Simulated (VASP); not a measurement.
Here is a VASP 6.6.1 calculation.

Contents of POSCAR:

```
Ge
1.0
    4.8778729210      0.0000000000      0.0000000000
   -2.4389364605      4.2243618660      0.0000000000
    0.0000000000      0.0000000000      2.7364414586
Ge
3
Direct
    1.0000000000      0.0000000000      0.0000000000
    0.3333333333      0.6666666667      0.5000000000
    0.6666666667      0.3333333333      0.5000000000
```

INCAR.step1

```
ALGO = Normal
EDIFF = 1E-4
ENCUT = 520
GGA = PE
ISMEAR = -1
LASPH = True
LCHARG = False
LREAL = False
LWAVE = True
NBANDS = 28
NELM = 60
PREC = Accurate
SIGMA = 0.1
```

Contents of INCAR.step2:

```
ALGO = Normal
EDIFF = 1E-6
ENCUT = 520
ISIF = 2
ISMEAR = -1
ISTART = 1
LASPH = True
LCHARG = False
LMIXTAU = True
LREAL = False
LWAVE = False
METAGGA = R2SCAN
NBANDS = 28
NELM = 60
PREC = Accurate
SIGMA = 0.1
```

File KPOINTS:

```
k-points
0
Gamma
  10 10 15
```

Potentials or basis: VASP PAW PBE potentials, release 64 (Ge_d).

Command:

```bash
$ cat potpaw_PBE.64/Ge_d/POTCAR > POTCAR
$ cp INCAR.step1 INCAR
$ mpirun -np 1 vasp_std > vasp.out
$ cp INCAR.step2 INCAR
$ mpirun -np 1 vasp_std > vasp.out
```

Q: What does it give for the band gap on the k mesh?

A: Zero (bands 21 and 22 overlap by 5.45 eV).

Q: Estimate the pressure.

A: 0.1 GPa.

Stress tensor (GPa, compression positive):
```
0.16 0.00 0.00
0.00 0.16 0.00
0.00 0.00 0.06
```

Caveat: the PAW data sets were made with another functional, which shifts forces and pressure a little.
